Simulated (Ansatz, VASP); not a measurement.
**Two plane-wave programs on Sb**

Contents of INCAR:

```
ALGO = Normal ; EDIFF = 1E-7
ENCUT = 520 ; ISIF = 2
ISMEAR = -1 ; LASPH = T
LCHARG = F ; LREAL = F
LWAVE = F ; NBANDS = 8
NELM = 80 ; PREC = Accurate
SIGMA = 0.05
```

The input KPOINTS:

```
k-points
0
Gamma
  10 10 10
```

File POSCAR:

```
Sb
1.0
    0.0000000000      2.3553276627      2.3553276627
    2.3553276627      0.0000000000      2.3553276627
    2.3553276627      2.3553276627      0.0000000000
Sb
1
Direct
    0.0000000000      0.0000000000      0.0000000000
```

File input.yaml:

```yaml
crystal:
  lattice:
    - [0.0, 2.3553276627, 2.3553276627]
    - [2.3553276627, 0.0, 2.3553276627]
    - [2.3553276627, 2.3553276627, 0.0]
  atoms:
    - { symbol: Sb, position: [0.0, 0.0, 0.0] }
hamiltonian:
  xc: lda
  pseudopotentials: { kind: paw }
kpoints:
  mp_grid: { grid: [10, 10, 10] }
scf:
  occupations: { method: fermi_dirac, width: 0.05 }
output:
  forces: true
  stress: true
  eigenvalues: true
```

Alike in both runs: task single point; functional LDA; k mesh 10 × 10 × 10; occupations fermi-dirac, width 0.05 eV; no spin polarisation.

```csv
,VASP,Ansatz
version,VASP 6.6.1,Ansatz 0.2.0
potentials or method,"VASP PAW LDA potentials, release 64 (Sb)",Ansatz PAW
plane-wave cutoff (eV),520,420
valence electrons in the cell,5,15
```

Ansatz gave:

```
gap on the k mesh at the Fermi level (eV) : none
pressure (GPa)                            : -1.1
```

Q: What did VASP give for the same quantities?

A: gap on the k mesh at the Fermi level (eV): none; pressure (GPa): -1.0.

LDA's correlation is that of Perdew and Zunger in VASP and of Perdew and Wang (1992) in Ansatz. A gap of «none» marks a metal or a gap that the smearing closes. VASP's potentials hold 5 valence electrons a cell and Ansatz's 15, so a difference there can come from the potentials and not from the codes.

Neither program's run includes spin-orbit coupling.
